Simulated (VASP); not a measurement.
# BN (R3m) in VASP: single point with PBEsol

Aim: the single point of BN with PBEsol.

Everything below comes from runs of VASP 6.6.1. Logs are shortened: lines on timing, memory, paths and dates and some standing lists are left out, and cuts for length are marked.

**1. The cell of the first run**

Symmetry: R3m, No. 160, trigonal system. The conventional cell has a = 2.575 Å, b = 2.575 Å, c = 6.234 Å, α = 90.00°, β = 90.00°, γ = 120.00°. Within 2.1 Å of B (site symmetry 3m) lie 4 N at 1.56 to 1.57 Å. N (site symmetry 3m) has 4 B at 1.56 to 1.57 Å within 2.1 Å.

**2. Single point, PBEsol, non-collinear spin, zero start, spin-orbit coupling**

INCAR

```
ALGO = Normal
EDIFF = 1E-6
ENCUT = 600
GGA = PS
GGA_COMPAT = F
ISIF = 2
ISMEAR = 0
LASPH = T
LCHARG = F
LORBIT = 11
LORBMOM = T
LREAL = F
LSORBIT = T
LWAVE = F
MAGMOM = 0 0 0 0 0 0
NBANDS = 20
NELM = 200
PREC = Accurate
SIGMA = 0.01
```

KPOINTS

```
k-points
0
Gamma
  9 9 9
```

POSCAR

```
BN
1.0
   -0.0139711365      1.8066028367      1.8066028367
    1.8066028367     -0.0139711365      1.8066028367
    1.8066028367      1.8066028367     -0.0139711365
B N
1 1
Direct
   -0.0000807545     -0.0000807545     -0.0000807545
    0.2500807545      0.2500807545      0.2500807545
```

Potentials or basis: VASP PAW PBE potentials, release 64 (B, N).

On the command line:

```console
$ cat potpaw_PBE.64/B/POTCAR potpaw_PBE.64/N/POTCAR > POTCAR
$ mpirun -np 1 vasp_ncl > vasp.out
```

OUTCAR:

```text
EDIFF = 1E-6
   ENCUT = 600
   GGA = PS
   ISIF = 2
   ISMEAR = 0
   LASPH = T
   LORBIT = 11
   LREAL = F
   LSORBIT = T
   NELM = 200
   PREC = Accurate

 ion  position               nearest neighbor table
   1  1.000  1.000  1.000-   2 1.56   2 1.57   2 1.57   2 1.57
   2  0.250  0.250  0.250-   1 1.56   1 1.57   1 1.57   1 1.57

  LATTYP: Found a trigonal (rhomboedric) cell.
 ALAT       =     2.5549604325
 COS(alpha) =     0.4922519058

  Lattice vectors:

 A1 = (  -0.0139711365,   1.8066028367,   1.8066028367)
 A2 = (   1.8066028367,  -0.0139711365,   1.8066028367)
 A3 = (   1.8066028367,   1.8066028367,  -0.0139711365)

Analysis of symmetry for initial positions (statically):
=====================================================================
 Subroutine PRICEL returns:
 Original cell was already a primitive cell.

 Routine SETGRP: Setting up the symmetry group for a
 trigonal (rhombohedral) supercell.

 Subroutine GETGRP returns: Found  6 space group operations
 (whereof  6 operations were pure point group operations)
 out of a pool of 12 trial point group operations.

The static configuration has the point symmetry C_3v.

Analysis of symmetry for dynamics (positions and initial velocities):
=====================================================================
 Subroutine PRICEL returns:
 Original cell was already a primitive cell.

 Routine SETGRP: Setting up the symmetry group for a
 trigonal (rhombohedral) supercell.

 Subroutine GETGRP returns: Found  6 space group operations
 (whereof  6 operations were pure point group operations)
 out of a pool of 12 trial point group operations.

The dynamic configuration has the point symmetry C_3v.

Analysis of structural, dynamic, and magnetic symmetry:
=====================================================================
 Subroutine PRICEL returns:
 Original cell was already a primitive cell.

 Routine SETGRP: Setting up the symmetry group for a
 trigonal (rhombohedral) supercell.

 Subroutine GETGRP returns: Found  6 space group operations
 (whereof  6 operations were pure point group operations)
 out of a pool of 12 trial point group operations.

The overall configuration has the point symmetry C_3v.

 Subroutine INISYM returns: Found  6 space group operations
 (whereof  6 operations are pure point group operations),
 and found     1 'primitive' translations

----------------------------------------------------------------------------------------

                                     Primitive cell

  volume of cell :      11.9296

  direct lattice vectors                    reciprocal lattice vectors
    -0.013971137  1.806602837  1.806602837    -0.273572598  0.275704726  0.275704726
     1.806602837 -0.013971137  1.806602837     0.275704726 -0.273572598  0.275704726
     1.806602837  1.806602837 -0.013971137     0.275704726  0.275704726 -0.273572598

  length of vectors
     2.554960433  2.554960433  2.554960433     0.476306790  0.476306790  0.476306790

  position of ions in fractional coordinates (direct lattice)
     0.999919246  0.999919246  0.999919246
     0.250080754  0.250080754  0.250080754

  ion indices of the primitive-cell ions
   primitive index   ion index
                 1           1
                 2           2

----------------------------------------------------------------------------------------

 KPOINTS: k-points

Automatic generation of k-mesh.
 Grid dimensions read from file:
 generate k-points for:    9    9    9

 Generating k-lattice:

  Cartesian coordinates                     Fractional coordinates (reciprocal lattice)
    -0.030396955  0.030633858  0.030633858     0.111111111  0.000000000  0.000000000
     0.030633858 -0.030396955  0.030633858     0.000000000  0.111111111  0.000000000
     0.030633858  0.030633858 -0.030396955     0.000000000  0.000000000  0.111111111

[... 90 lines left out ...]
 maximum number of plane-waves:       822
   NGX = 11   NGY = 11   NGZ = 11

 number of electron       8.0000000 magnetization       0.0000000      0.0000000      0.0000000

 number of electron       7.9999999 magnetization       0.0000000     -0.0000000      0.0000000

 number of electron       7.9999999 magnetization      -0.0000000      0.0000000     -0.0000000

 Free energy of the ion-electron system (eV)
  ---------------------------------------------------
  ext. energy  EPLUGINS =         0.00000000
  ---------------------------------------------------
  free energy    TOTEN  =       -18.34435940 eV

  energy without entropy =      -18.34435940  energy(sigma->0) =      -18.34435940

 E-fermi :   7.4651     XC(G=0): -12.9675

 val. band max:        7.2776169856   @ k =   0.0000   0.0000   0.0000
 cond. band min:      11.6576518371   @ k =  -0.4444  -0.4444  -0.0000
 fundamental gap:      4.3800348515
 Fermi energy:         7.4650818908

 k-point     1 :       0.0000    0.0000    0.0000
  band No.  band energies     occupation
      1     -12.9005      1.00000
      2     -12.9005      1.00000
      3       7.2107      1.00000
      4       7.2107      1.00000
      5       7.2264      1.00000
      6       7.2264      1.00000
[... 541 lines left out ...]
     19      29.7107      0.00000
     20      29.7119      0.00000

 [... further k-points ...]

------------------------ aborting loop because EDIFF is reached ----------------------------------------

  FORCE on cell =-STRESS in cart. coord.  units (eV):
  Direction    XX          YY          ZZ          XY          YZ          ZX
  --------------------------------------------------------------------------------------
  -------------------------------------------------------------------------------------
  Total       -0.4661055     -0.4661055     -0.4661055      0.2534851      0.2534851      0.2534851
  in kB      -62.5990912    -62.5990912    -62.5990912     34.0436566     34.0436566     34.0436566
  external PRESSURE =     -62.5990912 kB  Pullay stress =       0.0000000 kB

 VOLUME and BASIS-vectors are now :
 -----------------------------------------------------------------------------
  energy-cutoff  :      600.00
  volume of cell :       11.93
      direct lattice vectors                 reciprocal lattice vectors
    -0.013971137  1.806602837  1.806602837    -0.273572598  0.275704726  0.275704726
     1.806602837 -0.013971137  1.806602837     0.275704726 -0.273572598  0.275704726
     1.806602837  1.806602837 -0.013971137     0.275704726  0.275704726 -0.273572598

 POSITION                                       TOTAL-FORCE (eV/Angst)
 -----------------------------------------------------------------------------------
      3.59894      3.59894      3.59894        -0.003023     -0.003023     -0.003023
      0.90010      0.90010      0.90010         0.003023      0.003023      0.003023
 -----------------------------------------------------------------------------------
    total drift:                               -0.000055     -0.000055     -0.000055

  FREE ENERGIE OF THE ION-ELECTRON SYSTEM (eV)
  ---------------------------------------------------
  free  energy   TOTEN  =       -18.3443594019 eV

  energy  without entropy=      -18.3443594019  energy(sigma->0) =      -18.34435940

 orbital moment (x)

 # of ion     p       tot
 --------------------------------
  1        -0.000  -0.000
  2         0.000   0.000
 --------------------------------
           -0.000  -0.000

 orbital moment (y)

 # of ion     p       tot
 --------------------------------
  1         0.000   0.000
  2        -0.000  -0.000
 --------------------------------
            0.000   0.000

 orbital moment (z)

 # of ion     p       tot
 --------------------------------
  1         0.000   0.000
  2        -0.000  -0.000
 --------------------------------
           -0.000  -0.000

 Spin-Orbit-Coupling matrix elements

 Ion:    1  E_soc:     -0.0000028
 l=   1
     0.0000000    -0.0000005    -0.0000005
    -0.0000005     0.0000000    -0.0000005
    -0.0000005    -0.0000005     0.0000000
 l=   2
     0.0000000     0.0000000     0.0000000     0.0000000     0.0000000
     0.0000000     0.0000000     0.0000000     0.0000000     0.0000000
     0.0000000     0.0000000     0.0000000     0.0000000     0.0000000
     0.0000000     0.0000000     0.0000000     0.0000000     0.0000000
     0.0000000     0.0000000     0.0000000     0.0000000     0.0000000
 l=   3
     0.0000000     0.0000000     0.0000000     0.0000000     0.0000000     0.0000000     0.0000000
     0.0000000     0.0000000     0.0000000     0.0000000     0.0000000     0.0000000     0.0000000
     0.0000000     0.0000000     0.0000000     0.0000000     0.0000000     0.0000000     0.0000000
     0.0000000     0.0000000     0.0000000     0.0000000     0.0000000     0.0000000     0.0000000
     0.0000000     0.0000000     0.0000000     0.0000000     0.0000000     0.0000000     0.0000000
     0.0000000     0.0000000     0.0000000     0.0000000     0.0000000     0.0000000     0.0000000
     0.0000000     0.0000000     0.0000000     0.0000000     0.0000000     0.0000000     0.0000000

 Ion:    2  E_soc:     -0.0000467
 l=   1
     0.0000000    -0.0000078    -0.0000078
    -0.0000078     0.0000000    -0.0000078
    -0.0000078    -0.0000078     0.0000000
 l=   2
     0.0000000     0.0000000     0.0000000     0.0000000     0.0000000
     0.0000000     0.0000000     0.0000000     0.0000000     0.0000000
     0.0000000     0.0000000     0.0000000     0.0000000     0.0000000
     0.0000000     0.0000000     0.0000000     0.0000000     0.0000000
     0.0000000     0.0000000     0.0000000     0.0000000     0.0000000
 l=   3
     0.0000000     0.0000000     0.0000000     0.0000000     0.0000000     0.0000000     0.0000000
     0.0000000     0.0000000     0.0000000     0.0000000     0.0000000     0.0000000     0.0000000
     0.0000000     0.0000000     0.0000000     0.0000000     0.0000000     0.0000000     0.0000000
     0.0000000     0.0000000     0.0000000     0.0000000     0.0000000     0.0000000     0.0000000
     0.0000000     0.0000000     0.0000000     0.0000000     0.0000000     0.0000000     0.0000000
     0.0000000     0.0000000     0.0000000     0.0000000     0.0000000     0.0000000     0.0000000
     0.0000000     0.0000000     0.0000000     0.0000000     0.0000000     0.0000000     0.0000000

 total charge

# of ion       s       p       d       tot
------------------------------------------
    1        0.672   1.347   0.000   2.018
    2        1.203   2.735   0.000   3.938
--------------------------------------------------
tot          1.875   4.081   0.000   5.956

 magnetization (x)

# of ion       s       p       d       tot
------------------------------------------
    1       -0.000   0.000   0.000   0.000
    2        0.000  -0.000   0.000  -0.000
--------------------------------------------------
tot         -0.000   0.000   0.000  -0.000

 magnetization (y)

# of ion       s       p       d       tot
------------------------------------------
    1        0.000   0.000   0.000   0.000
    2        0.000  -0.000   0.000  -0.000
--------------------------------------------------
tot          0.000  -0.000   0.000  -0.000

 magnetization (z)

# of ion       s       p       d       tot
------------------------------------------
    1        0.000   0.000   0.000   0.000
    2        0.000   0.000   0.000   0.000
--------------------------------------------------
tot          0.000   0.000   0.000   0.000
```

Run time: 2.3 min. Hardware: 1 thread of Intel Xeon 8259CL, shared host; peak memory 0.2 GiB.

What came out:

```
Free energy                                           : -18.3444 eV
Pressure                                              : -6.3 GPa
Largest force                                         : 0.005 eV/Å
Net moment                                            : 0.00 μB per cell
Valence electrons inside the program's atomic spheres : B 2.02; N 3.94
```

Forces on the atoms (eV/Å):
```
B   -0.003 -0.003 -0.003
N    0.003  0.003  0.003
```

Moments on the atoms (μB; x, y, z):
```
B   0.00 0.00 0.00
N   0.00 0.00 0.00
```

Caveat: the cell stands under tension; the PAW data sets were made with another functional, which shifts forces and pressure a little.
